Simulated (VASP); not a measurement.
Wanted: the native input for a VASP 6.6.1 run.

- Task: single point
- Functional: HSE06
- Potentials or basis: VASP PAW PBE potentials, release 64 (B, N)
- Cutoff: 520 eV
- k mesh: 8 × 8 × 8
- Occupations: gaussian, width 0.01 eV
- Spin: no spin polarisation
- Dipole correction: no
- Grid for exact exchange (PRECFOCK): Normal
- Further INCAR settings: ALGO = Normal; EDIFF = 1e-06; NBANDS = 11
- Share of exact exchange: 0.25
- Screening parameter: 0.2079 1/Å

The system is BN.

```
CELL_PARAMETERS angstrom
0.00000 1.74583 1.74583
1.74583 0.00000 1.74583
1.74583 1.74583 0.00000
ATOMIC_POSITIONS crystal
B 0.00000 0.00000 0.00000
N 0.50000 0.50000 0.50000
```

The input as run:

POSCAR

```
BN
1.0
    0.0000000000      1.7458259068      1.7458259068
    1.7458259068      0.0000000000      1.7458259068
    1.7458259068      1.7458259068      0.0000000000
B N
1 1
Direct
    0.0000000000      0.0000000000      0.0000000000
    0.5000000000      0.5000000000      0.5000000000
```

INCAR.step1

```
SYSTEM = BN
PREC     = Accurate       ! precision mode
ENCUT    = 520            ! plane-wave cutoff, eV
EDIFF    = 1E-5           ! SCF threshold, eV
ISMEAR   = 0              ! smearing method
SIGMA    = 0.01           ! smearing width, eV
LREAL    = .FALSE.        ! projectors in reciprocal space
LASPH    = .TRUE.         ! aspherical terms in the spheres
NELM     = 80             ! most SCF steps
ALGO     = Normal         ! electronic algorithm
ISIF     = 2              ! what is computed and relaxed
LWAVE    = .TRUE.         ! write WAVECAR
LCHARG   = .FALSE.        ! write CHGCAR
GGA      = PE             ! functional
NBANDS   = 11             ! bands
```

INCAR.step2

```
SYSTEM = BN
PREC     = Accurate       ! precision mode
ENCUT    = 520            ! plane-wave cutoff, eV
EDIFF    = 1E-6           ! SCF threshold, eV
ISMEAR   = 0              ! smearing method
SIGMA    = 0.01           ! smearing width, eV
LREAL    = .FALSE.        ! projectors in reciprocal space
LASPH    = .TRUE.         ! aspherical terms in the spheres
NELM     = 80             ! most SCF steps
ALGO     = Normal         ! electronic algorithm
ISIF     = 2              ! what is computed and relaxed
LWAVE    = .FALSE.        ! write WAVECAR
LCHARG   = .FALSE.        ! write CHGCAR
GGA      = PE             ! functional
LHFCALC  = .TRUE.         ! exact exchange
HFSCREEN = 0.2079         ! screening, 1/A
PRECFOCK = Normal       
ISTART   = 1            
NBANDS   = 11             ! bands
```

KPOINTS

```
Automatic mesh
0
G
  8 8 8
  0 0 0
```

Potentials or basis: VASP PAW PBE potentials, release 64 (B, N).

Launch:

```sh
$ cat potpaw_PBE.64/B/POTCAR potpaw_PBE.64/N/POTCAR > POTCAR
$ cp INCAR.step1 INCAR
$ mpirun -np 1 vasp_std > vasp.out
$ cp INCAR.step2 INCAR
$ mpirun -np 1 vasp_std > vasp.out
```

Results of the run:

```
Pressure               : -8.1 GPa
Band gap on the k mesh : 2.32 eV (least direct gap 7.24 eV)
```

Caveat: the cell stands under tension; the structure was generated, so it needn't be the stable form of BN; the PAW data sets were made with another functional, which shifts forces and pressure a little.

Wall time 7.5 min on 1 thread of Intel(R) Xeon(R) Platinum 8375C CPU @ 2.90GHz (Ice Lake), with other jobs on the host, peak memory 0.22 GiB.
